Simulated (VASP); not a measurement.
The system is MoN2.

```
Mo N
1.0
     4.34805    0.00000    0.00000
     0.00000    4.34805    0.00000
     0.00000    0.00000    2.76746
Mo N
2 4
Direct
  0.00000 0.00000 0.00000
  0.50000 0.50000 0.00000
  0.61165 0.88835 0.50000
  0.38835 0.11165 0.50000
  0.11165 0.61165 0.50000
  0.88835 0.38835 0.50000
```

Base run:

| Property | Result |
| --- | --- |
| Program | VASP 6.6.1 |
| Functional | PBEsol |
| Potentials or basis | VASP PAW PBE potentials, release 64 (Mo_sv, N) |
| Cutoff | 520 eV |
| k mesh | 6 × 6 × 10 |
| Occupations | fermi-dirac, width 0.05 eV |
| Spin | no spin polarisation |
| Hubbard terms | Mo d U = 2.0 eV |

Its results: band gap on the k mesh zero (bands 24 and 25 overlap by 2.03 eV); pressure -10.8 GPa; largest force 0.155 eV/Å.

Question: The run is repeated on the same cell with these changes: hubbard terms from Mo d U = 2.0 eV to Mo d U = 1.0 eV. What comes out?

Answer: Band gap on the k mesh zero (bands 24 and 25 overlap by 2.00 eV); pressure -12.2 GPa; largest force 0.157 eV/Å.

Caveats: the cell stands under tension; the PAW data sets were made with another functional, which shifts forces and pressure a little; U without spin polarisation on a metal has little footing.
